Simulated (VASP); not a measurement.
Be16CO: single point with PBE

Slab: Be16CO, a slab with vacuum.

```xyz
18
Lattice="4.5254 0.0000 0.0000 -2.2627 3.9191 0.0000 0.0000 0.0000 23.4762" Properties=species:S:1:pos:R:3 pbc="T T T"
Be    1.1314    0.6532    4.0000
Be    0.0000    2.6128    4.0000
Be    3.3941    0.6532    4.0000
Be    2.2627    2.6128    4.0000
Be    0.0000    1.3064    5.7834
Be   -1.1314    3.2660    5.7834
Be    2.2627    1.3064    5.7834
Be    1.1314    3.2660    5.7834
Be    1.1314    0.6532    7.6108
Be    0.0000    2.6128    7.6108
Be    3.3941    0.6532    7.6108
Be    2.2627    2.6128    7.6108
Be    0.0000    1.3064    9.4762
Be   -1.1314    3.2660    9.4762
Be    2.2627    1.3064    9.4762
Be    1.1314    3.2660    9.4762
C     0.0000    1.3064   11.3362
O     0.2600    1.1563   12.4566
```

```yaml
Program: VASP 6.6.1
Task: single point
Functional: PBE
Potentials_or_basis: VASP PAW PBE potentials, release 64 (Be, C, O)
Cutoff: 520 eV
k_mesh: 6 × 6 × 1
Occupations: gaussian, width 0.1 eV
Spin: no spin polarisation
Dipole_correction: yes
Further_INCAR_settings: LREAL = Auto; ALGO = Normal; EDIFF = 1e-07; NBANDS = 36
```

```yaml
Largest_force: 1.939 eV/Å
Band_gap_on_the_k_mesh: zero (band 21 reaches -0.79 eV, above the bottom of band 22 at -2.12 eV)
```

Forces on the atoms (eV/Å):
```
Be  -0.027  0.016 -0.140
Be  -0.009 -0.035 -0.108
Be   0.026  0.025 -0.108
Be   0.012 -0.007 -0.113
Be   0.000  0.000  0.519
Be  -0.058 -0.029  0.231
Be  -0.004  0.065  0.231
Be   0.061 -0.035  0.207
Be   0.219 -0.127 -0.032
Be  -0.004  0.240  0.113
Be  -0.210 -0.116  0.113
Be  -0.005  0.003 -0.152
Be  -0.067  0.039  1.937
Be  -0.090  0.115 -0.406
Be  -0.145  0.021 -0.406
Be   0.083 -0.048 -0.394
C    0.622 -0.359 -1.666
O   -0.402  0.232  0.174
```

Levels at points of the mesh, in eV from the Fermi level:
```csv
k point,band 19,band 20,band 21,band 22,band 23,band 24
"(0.00, 0.00, 0.00)",-1.82,-1.82,-1.81,-0.91,1.85,2.08
"(0.50, 0.00, 0.00)",-0.95,-0.24,0.41,0.55,1.43,2.37
"(0.50, 0.50, 0.00)",-0.95,-0.23,0.41,0.54,1.41,2.43
```

Run time: 8 min on 1 thread of Intel(R) Xeon(R) Platinum 8488C (Sapphire Rapids), with other jobs on the host, peak memory 0.56 GiB.
